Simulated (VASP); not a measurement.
# Al6H in VASP: notebook

The runs below take Al6H through single point, with PBE.

All numbers are computed with VASP 6.6.1; they aren't measurements. Logs are shortened: lines on timing, memory, paths and dates and some standing lists are left out, and cuts for length are marked.

## Step 1: The cell of the first run

The cell holds a slab with vacuum, 14 atoms: a = 5.714 Å, b = 5.714 Å, c = 22.175 Å, α = 90.00°, β = 90.00°, γ = 90.00°.

## Step 2: Single point, PBE

File INCAR:

```
PREC = Accurate
ENCUT = 520
EDIFF = 1E-6
ISMEAR = 0
SIGMA = 0.1
LREAL = False
LASPH = True
NELM = 80
ALGO = Normal
ISIF = 2
LWAVE = False
LCHARG = False
LDIPOL = True
IDIPOL = 3
DIPOL = 0.5 0.5 0.301
GGA = PE
NBANDS = 32
```

File KPOINTS:

```
regular mesh
0
Gamma
  5 5 1
```

File POSCAR:

```
Al6H
1.0
    5.7135165837      0.0000000000      0.0000000000
    0.0000000000      5.7135165837      0.0000000000
    0.0000000000      0.0000000000     22.1746954375
Al H
12 2
Direct
    0.2500000000      0.2500000000      0.1803857921
    0.2500000000      0.7500000000      0.1803857921
    0.7500000000      0.2500000000      0.1803857921
    0.7500000000      0.7500000000      0.1803857921
    0.0000000000      0.0000000000      0.2744050924
    0.0000000000      0.5000000000      0.2744050924
    0.5000000000      0.0000000000      0.2744050924
    0.5000000000      0.5000000000      0.2744050924
    0.2500000000      0.2500000000      0.3686497278
    0.2500000000      0.7500000000      0.3686497278
    0.7500000000      0.2500000000      0.3686497278
    0.7500000000      0.7500000000      0.3686497278
    0.0000000000     -0.1033514109      0.4610974462
    0.0000000000      0.1033514109      0.4610974462
```

Potentials or basis: VASP PAW PBE potentials, release 64 (Al, H).

Command:

```
$ cat potpaw_PBE.64/Al/POTCAR potpaw_PBE.64/H/POTCAR > POTCAR
$ mpirun -np 1 vasp_std > vasp.out
```

OUTCAR:

```text
PREC = Accurate
   ENCUT = 520
   EDIFF = 1E-6
   ISMEAR = 0
   LREAL = False
   LASPH = True
   NELM = 80
   ISIF = 2
   GGA = PE

 ion  position               nearest neighbor table
   1  0.250  0.250  0.180-   2 2.86   3 2.86   2 2.86   3 2.86   7 2.90   8 2.90   5 2.90   6 2.90

   2  0.250  0.750  0.180-   1 2.86   4 2.86   1 2.86   4 2.86   7 2.90   8 2.90   5 2.90   6 2.90

   3  0.750  0.250  0.180-   1 2.86   4 2.86   4 2.86   1 2.86   7 2.90   8 2.90   5 2.90   6 2.90

   4  0.750  0.750  0.180-   2 2.86   3 2.86   3 2.86   2 2.86   7 2.90   8 2.90   5 2.90   6 2.90

   5  0.000  0.000  0.274-   6 2.86   7 2.86   6 2.86   7 2.86   1 2.90   2 2.90   3 2.90   4 2.90
                            11 2.91  12 2.91   9 2.91  10 2.91
   6  0.000  0.500  0.274-   5 2.86   8 2.86   5 2.86   8 2.86   1 2.90   2 2.90   3 2.90   4 2.90
                            11 2.91  12 2.91   9 2.91  10 2.91
   7  0.500  0.000  0.274-   5 2.86   8 2.86   8 2.86   5 2.86   1 2.90   2 2.90   3 2.90   4 2.90
                            11 2.91  12 2.91   9 2.91  10 2.91
   8  0.500  0.500  0.274-   6 2.86   7 2.86   7 2.86   6 2.86   1 2.90   2 2.90   3 2.90   4 2.90
                            11 2.91  12 2.91   9 2.91  10 2.91
   9  0.250  0.250  0.369-  10 2.86  11 2.86  10 2.86  11 2.86   5 2.91   6 2.91   7 2.91   8 2.91

  10  0.250  0.750  0.369-   9 2.86  12 2.86   9 2.86  12 2.86   5 2.91   6 2.91   7 2.91   8 2.91

  11  0.750  0.250  0.369-   9 2.86  12 2.86  12 2.86   9 2.86   5 2.91   6 2.91   7 2.91   8 2.91

  12  0.750  0.750  0.369-  10 2.86  11 2.86  11 2.86  10 2.86   5 2.91   6 2.91   7 2.91   8 2.91

  13  0.000  0.897  0.461-
  14  0.000  0.103  0.461-

  LATTYP: Found a simple tetragonal cell.
 ALAT       =     5.7135165837
 C/A-ratio  =     3.8810940885

  Lattice vectors:

 A1 = (   5.7135165837,   0.0000000000,   0.0000000000)
 A2 = (   0.0000000000,   5.7135165837,   0.0000000000)
 A3 = (   0.0000000000,   0.0000000000,  22.1746954375)

Analysis of symmetry for initial positions (statically):
=====================================================================
 Subroutine PRICEL returns:
 Original cell was already a primitive cell.

 Routine SETGRP: Setting up the symmetry group for a
 simple tetragonal supercell.

 Subroutine GETGRP returns: Found  4 space group operations
 (whereof  4 operations were pure point group operations)
 out of a pool of 16 trial point group operations.

The static configuration has the point symmetry C_2v.

Analysis of symmetry for dynamics (positions and initial velocities):
=====================================================================
 Subroutine PRICEL returns:
 Original cell was already a primitive cell.

 Routine SETGRP: Setting up the symmetry group for a
 simple tetragonal supercell.

 Subroutine GETGRP returns: Found  4 space group operations
 (whereof  4 operations were pure point group operations)
 out of a pool of 16 trial point group operations.

The dynamic configuration has the point symmetry C_2v.

 Subroutine INISYM returns: Found  4 space group operations
 (whereof  4 operations are pure point group operations),
 and found     1 'primitive' translations

----------------------------------------------------------------------------------------

                                     Primitive cell

  volume of cell :     723.8768

  direct lattice vectors                    reciprocal lattice vectors
     5.713516584  0.000000000  0.000000000     0.175023558  0.000000000  0.000000000
     0.000000000  5.713516584  0.000000000     0.000000000  0.175023558  0.000000000
     0.000000000  0.000000000 22.174695437     0.000000000  0.000000000  0.045096448

  length of vectors
     5.713516584  5.713516584 22.174695437     0.175023558  0.175023558  0.045096448

  position of ions in fractional coordinates (direct lattice)
     0.250000000  0.250000000  0.180385792
     0.250000000  0.750000000  0.180385792
     0.750000000  0.250000000  0.180385792
     0.750000000  0.750000000  0.180385792
     0.000000000  0.000000000  0.274405092
     0.000000000  0.500000000  0.274405092
     0.500000000  0.000000000  0.274405092
     0.500000000  0.500000000  0.274405092
     0.250000000  0.250000000  0.368649728
     0.250000000  0.750000000  0.368649728
     0.750000000  0.250000000  0.368649728
     0.750000000  0.750000000  0.368649728
     0.000000000  0.896648589  0.461097446
     0.000000000  0.103351411  0.461097446

  ion indices of the primitive-cell ions
   primitive index   ion index
                 1           1
                 2           2
                 3           3
                 4           4
                 5           5
                 6           6
                 7           7
                 8           8
                 9           9
                10          10
                11          11
                12          12
                13          13
                14          14

----------------------------------------------------------------------------------------

 KPOINTS: regular mesh

Automatic generation of k-mesh.
 Grid dimensions read from file:
 generate k-points for:    5    5    1

 Generating k-lattice:

  Cartesian coordinates                     Fractional coordinates (reciprocal lattice)
     0.035004712  0.000000000  0.000000000     0.200000000  0.000000000  0.000000000
     0.000000000  0.035004712  0.000000000     0.000000000  0.200000000  0.000000000
     0.000000000  0.000000000  0.045096448     0.000000000  0.000000000  1.000000000

  Length of vectors
     0.035004712  0.035004712  0.045096448

  Shift w.r.t. Gamma in fractional coordinates (k-lattice)
     0.000000000  0.000000000  0.000000000

 Subroutine IBZKPT returns following result:
 ===========================================

 Found      9 irreducible k-points:

 Following reciprocal coordinates:
            Coordinates               Weight
  0.000000  0.000000  0.000000      1.000000
  0.200000  0.000000  0.000000      2.000000
  0.000000  0.200000  0.000000      2.000000
  0.400000  0.000000  0.000000      2.000000
  0.000000  0.400000  0.000000      2.000000
  0.200000  0.200000  0.000000      4.000000
  0.400000  0.200000  0.000000      4.000000
 -0.200000  0.400000  0.000000      4.000000
  0.400000  0.400000  0.000000      4.000000
   k-points           NKPTS =      9   k-points in BZ     NKDIM =      9   number of bands    NBANDS=     32
   number of dos      NEDOS =    301   number of ions     NIONS =     14
   total plane-waves  NPLWV = 296352
   dimension x,y,z NGX =    42 NGY =   42 NGZ =  168
   dimension x,y,z NGXF=    84 NGYF=   84 NGZF=  336
   ions per type =              12   2
   NGX,Y,Z   is equivalent  to a cutoff of  12.22, 12.22, 12.60 a.u.
   NGXF,Y,Z  is equivalent  to a cutoff of  24.44, 24.44, 25.19 a.u.
 SYSTEM =  unknown system
   PREC   = accura    normal or accurate (medium, high low for compatibility)
   ISTART =      0    job   : 0-new  1-cont  2-samecut
   ICHARG =      2    charge: 1-file 2-atom 10-const
   ISPIN  =      1    spin polarized calculation?
   LNONCOLLINEAR =      F non collinear calculations
   LSORBIT =      F    spin-orbit coupling
   LASPH  =      T    aspherical Exc in radial PAW
   ENCUT  =  520.0 eV  38.22 Ry    6.18 a.u.  10.62 10.62 41.23*2*pi/ulx,y,z
   NELM   =     80;   NELMIN=  2; NELMDL= -5     # of ELM steps
   EDIFF  = 0.1E-05   stopping-criterion for ELM
   LREAL  =      F    real-space projection
   EDIFFG = 0.1E-04   stopping-criterion for IOM
   NSW    =      0    number of steps for IOM
   IBRION =     -1    ionic relax: 0-MD 1-quasi-New 2-CG
   NFREE  =      0    steps in history (QN), initial steepest desc. (CG)
   ISIF   =      2    stress and relaxation
   ISYM   =      2    0-nonsym 1-usesym 2-fastsym
   POTIM  = 0.5000    time-step for ionic-motion
   TEBEG  =    0.0;   TEEND  =   0.0 temperature during run
   PSTRESS=    0.0 pullay stress
   NELECT =      38.0000    total number of electrons
   NUPDOWN=      -1.0000    fix difference up-down
   EMIN   =  10.00;   EMAX   =-10.00  energy-range for DOS
   EFERMI =   0.00;   METHOD = LEGACY
   ISMEAR =     0;   SIGMA  =   0.10  broadening in eV -4-tet -1-fermi 0-gaus
   EFERMI_NEDOS =   21; number of points for ismear=-14 and -15
   IALGO  =     38    algorithm
   IMIX   =      4    mixing-type and parameters
     AMIX     =   0.40;   BMIX     =  1.00
     AMIX_MAG =   1.60;   BMIX_MAG =  1.00
  volume/ion in A,a.u.               =      51.71       348.93
  Fermi-wavevector in a.u.,A,eV,Ry     =   0.612982  1.158368  5.112350  0.375747
  Thomas-Fermi vector in A             =   1.669467
   LORBIT       =      0    0 simple, 1 ext, 2 COOP (PROOUT), +10 PAW based schemes
   GGA     = PE    functional components
   LHFCALC =     F    Hartree Fock is set to
   AEXX    =    0.0000 exact exchange contribution
   IVDW    =     0    specifies the selected vdW correction
   LEPSILON=     F    determine dielectric tensor
   LRPA    =     F    only Hartree local field effects (RPA)
 non-spin polarized calculation
 Gauss-broadening in eV      SIGMA  =   0.10
  energy-cutoff  :      520.00
  volume of cell :      723.88
 maximum number of plane-waves:     19525
   NGX = 21   NGY = 21   NGZ = 83

 dipolmoment           0.000000      0.000000     -0.005214 electrons x Angstroem

 number of electron      37.9999998 magnetization

 dipolmoment           0.000000      0.000000      0.031564 electrons x Angstroem

 Free energy of the ion-electron system (eV)
  ---------------------------------------------------
  ext. energy  EPLUGINS =         0.00000000
  ---------------------------------------------------
  free energy    TOTEN  =       -46.53173931 eV

  energy without entropy =      -46.50672641  energy(sigma->0) =      -46.51923286

 E-fermi :  -0.9453     XC(G=0):  -3.8655

 val. band max:       -0.9795634475   @ k =   0.0000   0.0000   0.0000
 cond. band min:      -0.9217997826   @ k =   0.4000   0.2000   0.0000
 fundamental gap:      0.0577636649
 Fermi energy:        -0.9452875197

 k-point     1 :       0.0000    0.0000    0.0000
  band No.  band energies     occupation
      1     -11.0965      2.00000
      2      -9.0580      2.00000
      3      -6.8158      2.00000
      4      -6.7036      2.00000
      5      -6.6957      2.00000
      6      -6.5713      2.00000
[... 23 lines left out ...]
     30       1.9747      0.00000
     31       2.0732      0.00000

 k-point     2 :       0.2000    0.0000    0.0000
  band No.  band energies     occupation
      1     -10.9161      2.00000
      2      -8.8838      2.00000
      3      -8.2364      2.00000
      4      -6.7164      2.00000
      5      -6.5297      2.00000
      6      -6.3803      2.00000
[... 23 lines left out ...]
     30       1.8043      0.00000
     31       2.3329      0.00000

 k-point     3 :       0.0000    0.2000    0.0000
  band No.  band energies     occupation
      1     -10.9161      2.00000
      2      -8.8827      2.00000
      3      -8.2362      2.00000
      4      -6.7149      2.00000
      5      -6.5218      2.00000
      6      -6.3670      2.00000
[... 193 lines left out ...]
     30       2.3358      0.00000
     31       2.5997      0.00000

 k-point     9 :       0.4000    0.4000    0.0000
  band No.  band energies     occupation
      1      -9.6602      2.00000
      2      -8.7855      2.00000
      3      -8.7544      2.00000
      4      -7.8922      2.00000
      5      -7.6748      2.00000
      6      -6.9310      2.00000
[... 23 lines left out ...]
     30       2.0319      0.00000
     31       2.0810      0.00000
 [bands above 31 left out]

------------------------ aborting loop because EDIFF is reached ----------------------------------------

 vacuum level on the upper side and lower side of the slab       (xc-potential included)         0.000        -0.112

  FORCE on cell =-STRESS in cart. coord.  units (eV):
  Direction    XX          YY          ZZ          XY          YZ          ZX
  --------------------------------------------------------------------------------------
  -------------------------------------------------------------------------------------
  Total       -7.0158916    -10.9333122     -1.2328060      0.0000000      0.0000000      0.0000000
  in kB      -15.5284748    -24.1990147     -2.7286051      0.0000000      0.0000000      0.0000000
  external PRESSURE =     -14.1520316 kB  Pullay stress =       0.0000000 kB

 VOLUME and BASIS-vectors are now :
 -----------------------------------------------------------------------------
  energy-cutoff  :      520.00
  volume of cell :      723.88
      direct lattice vectors                 reciprocal lattice vectors
     5.713516584  0.000000000  0.000000000     0.175023558  0.000000000  0.000000000
     0.000000000  5.713516584  0.000000000     0.000000000  0.175023558  0.000000000
     0.000000000  0.000000000 22.174695437     0.000000000  0.000000000  0.045096448

 POSITION                                       TOTAL-FORCE (eV/Angst)
 -----------------------------------------------------------------------------------
      1.42838      1.42838      4.00000        -0.007133      0.001536      0.044430
      1.42838      4.28514      4.00000        -0.007133     -0.001536      0.044430
      4.28514      1.42838      4.00000         0.007133      0.001536      0.044430
      4.28514      4.28514      4.00000         0.007133     -0.001536      0.044430
      0.00000      0.00000      6.08485         0.000000      0.000000      0.071237
      0.00000      2.85676      6.08485         0.000000      0.000000     -0.009209
      2.85676      0.00000      6.08485         0.000000      0.000000     -0.061108
      2.85676      2.85676      6.08485         0.000000      0.000000      0.046870
      1.42838      1.42838      8.17470         0.087774      0.126362     -0.012121
      1.42838      4.28514      8.17470         0.087774     -0.126362     -0.012121
      4.28514      1.42838      8.17470        -0.087774      0.126362     -0.012121
      4.28514      4.28514      8.17470        -0.087774     -0.126362     -0.012121
      0.00000      5.12302     10.22470        -0.000000      3.243192     -0.088513
      0.00000      0.59050     10.22470         0.000000     -3.243192     -0.088513
 -----------------------------------------------------------------------------------
    total drift:                               -0.000000      0.000000     -0.000192

  FREE ENERGIE OF THE ION-ELECTRON SYSTEM (eV)
  ---------------------------------------------------
  free  energy   TOTEN  =       -46.5317393097 eV

  energy  without entropy=      -46.5067264144  energy(sigma->0) =      -46.51923286

 vacuum level on the upper side and lower side of the slab         3.616         3.442
```

Wall time 11 min (1 thread of Intel Xeon 8259CL, shared host); peak memory 0.7 GiB.

Results:

| Item | Value |
| --- | --- |
| Free energy | -46.5317 eV |
| Largest force | 3.244 eV/Å |
| Band gap on the k mesh | zero (bands 19 and 20 overlap by 0.66 eV) |

Forces on the atoms (eV/Å):
```
Al  -0.007  0.002  0.044
Al  -0.007 -0.002  0.044
Al   0.007  0.002  0.044
Al   0.007 -0.002  0.044
Al   0.000  0.000  0.071
Al   0.000  0.000 -0.009
Al   0.000  0.000 -0.061
Al   0.000  0.000  0.047
Al   0.088  0.126 -0.012
Al   0.088 -0.126 -0.012
Al  -0.088  0.126 -0.012
Al  -0.088 -0.126 -0.012
H    0.000  3.243 -0.089
H    0.000 -3.243 -0.089
```

[end of part 1 of 2]
